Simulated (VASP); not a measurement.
# Co in VASP: notebook

The runs below take Co through single point, with PBE.

All numbers are computed with VASP 6.6.1; they aren't measurements. Logs are shortened: lines on timing, memory, paths and dates and some standing lists are left out, and cuts for length are marked.

## (1) The cell of the first run

The cell holds a slab with vacuum, 4 atoms: a = 2.493 Å, b = 2.493 Å, c = 22.055 Å, α = 90.00°, β = 90.00°, γ = 120.00°.

## (2) Single point, PBE, collinear spin, ferromagnetic start

Input file INCAR:

```
SYSTEM = Co
PREC = Accurate
ENCUT = 520
EDIFF = 1E-6
ISMEAR = -1
SIGMA = 0.1
LREAL = .FALSE.
LASPH = .TRUE.
NELM = 150
ALGO = Normal
ISIF = 2
LWAVE = .FALSE.
LCHARG = .FALSE.
ISPIN = 2
MAGMOM = 1.7 1.7 1.7 1.7
LORBIT = 11
LMAXMIX = 4
LDIPOL = .TRUE.
IDIPOL = 3
DIPOL = 0.5 0.5 0.500
GGA = PE
NBANDS = 30
```

Input file KPOINTS:

```
Automatic mesh
0
G
  15 15 1
  0 0 0
```

Input file POSCAR:

```
Co
1.0
    2.4930397743      0.0000000000      0.0000000000
   -1.2465198872      2.1590357772      0.0000000000
    0.0000000000      0.0000000000     22.0554000000
Co
4
Direct
    0.8333333330      0.1666666670      0.3627230918
    0.1666666670      0.8333333330      0.4542410308
    0.8333333330      0.1666666670      0.5457589692
    0.1666666670      0.8333333330      0.6372769082
```

Potentials or basis: VASP PAW PBE potentials, release 64 (Co).

On the command line:

```bash
$ cat potpaw_PBE.64/Co/POTCAR > POTCAR
$ mpirun -np 1 vasp_std > vasp.out
```

OUTCAR:

```text
SYSTEM = Co
   PREC = Accurate
   ENCUT = 520
   EDIFF = 1E-6
   ISMEAR = -1
   LREAL = .FALSE.
   LASPH = .TRUE.
   NELM = 150
   ISIF = 2
   ISPIN = 2
   LORBIT = 11
   GGA = PE

 ion  position               nearest neighbor table
   1  0.833  0.167  0.363-   2 2.48   2 2.48   2 2.48
   2  0.167  0.833  0.454-   3 2.48   3 2.48   3 2.48   1 2.48   1 2.48   1 2.48
   3  0.833  0.167  0.546-   2 2.48   2 2.48   2 2.48   4 2.48   4 2.48   4 2.48
   4  0.167  0.833  0.637-   3 2.48   3 2.48   3 2.48

  LATTYP: Found a hexagonal cell.
 ALAT       =     2.4930397743
 C/A-ratio  =     8.8467902628

  Lattice vectors:

 A1 = (   2.4930397743,   0.0000000000,   0.0000000000)
 A2 = (  -1.2465198872,   2.1590357772,   0.0000000000)
 A3 = (   0.0000000000,   0.0000000000,  22.0554000000)

Analysis of symmetry for initial positions (statically):
=====================================================================
 Subroutine PRICEL returns:
 Original cell was already a primitive cell.

 Routine SETGRP: Setting up the symmetry group for a
 hexagonal supercell.

 Subroutine GETGRP returns: Found 12 space group operations
 (whereof  4 operations were pure point group operations)
 out of a pool of 24 trial point group operations.

The static configuration has the point symmetry C_2h.
 The point group associated with its full space group is D_3d.

Analysis of symmetry for dynamics (positions and initial velocities):
=====================================================================
 Subroutine PRICEL returns:
 Original cell was already a primitive cell.

 Routine SETGRP: Setting up the symmetry group for a
 hexagonal supercell.

 Subroutine GETGRP returns: Found 12 space group operations
 (whereof  4 operations were pure point group operations)
 out of a pool of 24 trial point group operations.

The dynamic configuration has the point symmetry C_2h.
 The point group associated with its full space group is D_3d.

Analysis of structural, dynamic, and magnetic symmetry:
=====================================================================
 Subroutine PRICEL returns:
 Original cell was already a primitive cell.

 Routine SETGRP: Setting up the symmetry group for a
 hexagonal supercell.

 Subroutine GETGRP returns: Found 12 space group operations
 (whereof  4 operations were pure point group operations)
 out of a pool of 24 trial point group operations.

The overall configuration has the point symmetry C_2h.
 The point group associated with its full space group is D_3d.

 Subroutine INISYM returns: Found 12 space group operations
 (whereof  4 operations are pure point group operations),
 and found     1 'primitive' translations

----------------------------------------------------------------------------------------

                                     Primitive cell

  volume of cell :     118.7146

  direct lattice vectors                    reciprocal lattice vectors
     2.493039774  0.000000000  0.000000000     0.401116745  0.231584861  0.000000000
    -1.246519887  2.159035777  0.000000000     0.000000000  0.463169722  0.000000000
     0.000000000  0.000000000 22.055400000     0.000000000  0.000000000  0.045340370

  length of vectors
     2.493039774  2.493039774 22.055400000     0.463169722  0.463169722  0.045340370

  position of ions in fractional coordinates (direct lattice)
     0.833333333  0.166666667  0.362723092
     0.166666667  0.833333333  0.454241031
     0.833333333  0.166666667  0.545758969
     0.166666667  0.833333333  0.637276908

  ion indices of the primitive-cell ions
   primitive index   ion index
                 1           1
                 2           2
                 3           3
                 4           4

----------------------------------------------------------------------------------------

 KPOINTS: Automatic mesh

Automatic generation of k-mesh.
 Grid dimensions read from file:
[... 23 lines left out ...]
  0.066667  0.000000  0.000000      6.000000
  0.133333  0.000000  0.000000      6.000000
  0.200000  0.000000  0.000000      6.000000
  0.266667  0.000000  0.000000      6.000000
  0.333333  0.000000  0.000000      6.000000
[... 16 lines left out ...]
  0.333333  0.200000  0.000000     12.000000
  0.400000  0.200000  0.000000      6.000000
 [... further k-points ...]
   k-points           NKPTS =     27   k-points in BZ     NKDIM =     27   number of bands    NBANDS=     30
   number of dos      NEDOS =    301   number of ions     NIONS =      4
   total plane-waves  NPLWV =  67200
   dimension x,y,z NGX =    20 NGY =   20 NGZ =  168
   dimension x,y,z NGXF=    40 NGYF=   40 NGZF=  336
   ions per type =               4
   NGX,Y,Z   is equivalent  to a cutoff of  13.34, 13.34, 12.66 a.u.
   NGXF,Y,Z  is equivalent  to a cutoff of  26.67, 26.67, 25.33 a.u.
 SYSTEM =  Co
   PREC   = accura    normal or accurate (medium, high low for compatibility)
   ISTART =      0    job   : 0-new  1-cont  2-samecut
   ICHARG =      2    charge: 1-file 2-atom 10-const
   ISPIN  =      2    spin polarized calculation?
   LNONCOLLINEAR =      F non collinear calculations
   LSORBIT =      F    spin-orbit coupling
   LASPH  =      T    aspherical Exc in radial PAW
   ENCUT  =  520.0 eV  38.22 Ry    6.18 a.u.   4.64  4.64 41.01*2*pi/ulx,y,z
   NELM   =    150;   NELMIN=  2; NELMDL= -5     # of ELM steps
   EDIFF  = 0.1E-05   stopping-criterion for ELM
   LREAL  =      F    real-space projection
   EDIFFG = 0.1E-04   stopping-criterion for IOM
   NSW    =      0    number of steps for IOM
   IBRION =     -1    ionic relax: 0-MD 1-quasi-New 2-CG
   NFREE  =      0    steps in history (QN), initial steepest desc. (CG)
   ISIF   =      2    stress and relaxation
   ISYM   =      2    0-nonsym 1-usesym 2-fastsym
   POTIM  = 0.5000    time-step for ionic-motion
   TEBEG  =    0.0;   TEEND  =   0.0 temperature during run
   PSTRESS=    0.0 pullay stress
   NELECT =      36.0000    total number of electrons
   NUPDOWN=      -1.0000    fix difference up-down
   EMIN   =  10.00;   EMAX   =-10.00  energy-range for DOS
   EFERMI =   0.00;   METHOD = LEGACY
   ISMEAR =    -1;   SIGMA  =   0.10  broadening in eV -4-tet -1-fermi 0-gaus
   EFERMI_NEDOS =   21; number of points for ismear=-14 and -15
   IALGO  =     38    algorithm
   IMIX   =      4    mixing-type and parameters
     AMIX     =   0.40;   BMIX     =  1.00
     AMIX_MAG =   1.60;   BMIX_MAG =  1.00
  volume/ion in A,a.u.               =      29.68       200.28
  Fermi-wavevector in a.u.,A,eV,Ry     =   1.099869  2.078451 16.459132  1.209712
  Thomas-Fermi vector in A             =   2.236271
   LORBIT       =     11    0 simple, 1 ext, 2 COOP (PROOUT), +10 PAW based schemes
   GGA     = PE    functional components
   LHFCALC =     F    Hartree Fock is set to
   AEXX    =    0.0000 exact exchange contribution
   IVDW    =     0    specifies the selected vdW correction
   LEPSILON=     F    determine dielectric tensor
   LRPA    =     F    only Hartree local field effects (RPA)
 spin polarized calculation
  energy-cutoff  :      520.00
  volume of cell :      118.71
 maximum number of plane-waves:      3229
 NGX is ok and might be reduce to    20
   NGX =  9   NGY =  9   NGZ = 83

 dipolmoment           0.000000      0.000000      0.000000 electrons x Angstroem

 number of electron      35.9999994 magnetization       6.7600679

 dipolmoment           0.000000      0.000000     -0.000000 electrons x Angstroem

 Free energy of the ion-electron system (eV)
  ---------------------------------------------------
  ext. energy  EPLUGINS =         0.00000000
  ---------------------------------------------------
  free energy    TOTEN  =       -26.75949720 eV

  energy without entropy =      -26.62686238  energy(sigma->0) =      -26.69317979

 E-fermi :   0.7069     XC(G=0):  -5.7949

 val. band max:        0.6895040365   @ k =   0.2000   0.0667   0.0000
 cond. band min:       0.7137509490   @ k =   0.4667   0.0667   0.0000
 fundamental gap:      0.0242469124
 Fermi energy:         0.7069184383

 spin component 1

 k-point     1 :       0.0000    0.0000    0.0000
  band No.  band energies     occupation
      1      -7.7750      1.00000
      2      -6.4420      1.00000
      3      -4.9578      1.00000
      4      -4.4685      1.00000
      5      -2.2090      1.00000
      6      -2.0547      1.00000
[... 781 lines left out ...]
     29      10.7079      0.00000
     30      11.1373      0.00000

 [... further k-points ...]

 spin component 2

 k-point     1 :       0.0000    0.0000    0.0000
  band No.  band energies     occupation
      1      -7.7657      1.00000
      2      -6.3958      1.00000
      3      -4.6516      1.00000
      4      -3.6569      1.00000
      5      -0.6863      1.00000
      6      -0.6008      1.00000
[... 781 lines left out ...]
     29      11.1712      0.00000
     30      11.5174      0.00000

 [... further k-points ...]

------------------------ aborting loop because EDIFF is reached ----------------------------------------

 vacuum level on the upper side and lower side of the slab       (xc-potential included)        -0.001        -0.001

  FORCE on cell =-STRESS in cart. coord.  units (eV):
  Direction    XX          YY          ZZ          XY          YZ          ZX
  --------------------------------------------------------------------------------------
  -------------------------------------------------------------------------------------
  Total       -1.8387089     -1.8387089     -1.2071021      0.0000000      0.0000000      0.0000000
  in kB      -24.8153020    -24.8153020    -16.2911072      0.0000000      0.0000000      0.0000000
  external PRESSURE =     -21.9739037 kB  Pullay stress =       0.0000000 kB

 VOLUME and BASIS-vectors are now :
 -----------------------------------------------------------------------------
  energy-cutoff  :      520.00
  volume of cell :      118.71
      direct lattice vectors                 reciprocal lattice vectors
     2.493039774  0.000000000  0.000000000     0.401116745  0.231584861  0.000000000
    -1.246519887  2.159035777  0.000000000     0.000000000  0.463169722  0.000000000
     0.000000000  0.000000000 22.055400000     0.000000000  0.000000000  0.045340370

 POSITION                                       TOTAL-FORCE (eV/Angst)
 -----------------------------------------------------------------------------------
      1.86978      0.35984      8.00000         0.000000     -0.000000      0.364171
     -0.62326      1.79920     10.01847         0.000000     -0.000000     -0.497736
      1.86978      0.35984     12.03693        -0.000000      0.000000      0.497736
     -0.62326      1.79920     14.05540        -0.000000      0.000000     -0.364171
 -----------------------------------------------------------------------------------
    total drift:                                0.000000     -0.000000     -0.000000

  FREE ENERGIE OF THE ION-ELECTRON SYSTEM (eV)
  ---------------------------------------------------
  free  energy   TOTEN  =       -26.7594971952 eV

  energy  without entropy=      -26.6268623824  energy(sigma->0) =      -26.69317979

 vacuum level on the upper side and lower side of the slab         5.676         5.676

 total charge

# of ion       s       p       d       tot
------------------------------------------
    1        0.479   0.400   7.225   8.104
    2        0.485   0.518   7.263   8.266
    3        0.485   0.518   7.263   8.266
    4        0.479   0.400   7.225   8.104
--------------------------------------------------
tot          1.928   1.836  28.976  32.740

 magnetization (x)

# of ion       s       p       d       tot
------------------------------------------
    1       -0.009  -0.040   1.808   1.758
    2       -0.014  -0.052   1.729   1.663
    3       -0.014  -0.052   1.729   1.663
    4       -0.009  -0.040   1.808   1.758
--------------------------------------------------
tot         -0.047  -0.185   7.074   6.842
```

It took 7.2 min on 1 thread of Intel Xeon Platinum 8259CL at 2.50GHz (Skylake/Cascade Lake), shared host; peak memory 0.36 GiB.

Results:

```
Free energy                                           : -26.7595 eV
Largest force                                         : 0.498 eV/Å
Net moment                                            : 6.76 μB per cell
Site moments                                          : Co +1.76, +1.66 (each value once) μB
Valence electrons inside the program's atomic spheres : Co 8.10, 8.27 (each value once)
```

Forces in eV/Å, atoms in the order of the input:
```
Co   0.000  0.000  0.364
Co   0.000  0.000 -0.498
Co   0.000  0.000  0.498
Co   0.000  0.000 -0.364
```

## (3) Single point, PBE, collinear spin, ferromagnetic start

Input file INCAR:

```
  PREC = Accurate
  ENCUT = 520
  EDIFF = 1E-6
  ISMEAR = -1
  SIGMA = 0.1
  LREAL = F
  LASPH = T
  NELM = 150
  ALGO = Normal
  ISIF = 2
  LWAVE = F
  LCHARG = T
  ISPIN = 2
  MAGMOM = 1.7 1.7 1.7 1.7
  LORBIT = 11
  LMAXMIX = 4
  LDIPOL = T
  IDIPOL = 3
  DIPOL = 0.5 0.5 0.500
  GGA = PE
  LELF = T
  LVHAR = T
  LVACPOTAV = T
  NBANDS = 30
```

Input file KPOINTS:

```
Automatic mesh
0
Gamma
  15 15 1
```

POSCAR is that of step 2.

Potentials or basis: VASP PAW PBE potentials, release 64 (Co).

On the command line:

```bash
$ cat potpaw_PBE.64/Co/POTCAR > POTCAR
$ mpirun -np 1 vasp_std > vasp.out
```

It took 7.3 min on 1 thread of Intel Xeon Platinum 8259CL at 2.50GHz (Skylake/Cascade Lake), shared host; peak memory 0.36 GiB.

It converged, with:

```
Free energy                                           : -26.7595 eV
Largest force                                         : 0.498 eV/Å
Net moment                                            : 6.76 μB per cell
Site moments                                          : Co +1.76, +1.66 (each value once) μB
Valence electrons inside the program's atomic spheres : Co 8.10, 8.27 (each value once)
```

Forces in eV/Å, atoms in the order of the input:
```
Co   0.000  0.000  0.364
Co   0.000  0.000 -0.498
Co   0.000  0.000  0.498
Co   0.000  0.000 -0.364
```

Levels at points of the mesh, in eV from the Fermi level:
Spin up:
| k point | band 18 | band 19 | band 20 | band 21 | band 22 | band 23 | band 24 | band 25 | band 26 | band 27 |
| --- | --- | --- | --- | --- | --- | --- | --- | --- | --- | --- |
| (0.00, 0.00, 0.00) | -1.40 | -1.40 | -1.07 | -1.07 | -0.95 | -0.95 | -0.82 | 0.17 | 4.71 | 4.72 |
Spin down:
```
           k point  band 10  band 11  band 12  band 13  band 14  band 15  band 16  band 17  band 18  band 19
(0.00, 0.00, 0.00)    -0.95    -0.95    -0.70    -0.70    -0.64    -0.64    -0.33     0.10     0.10     0.20
```
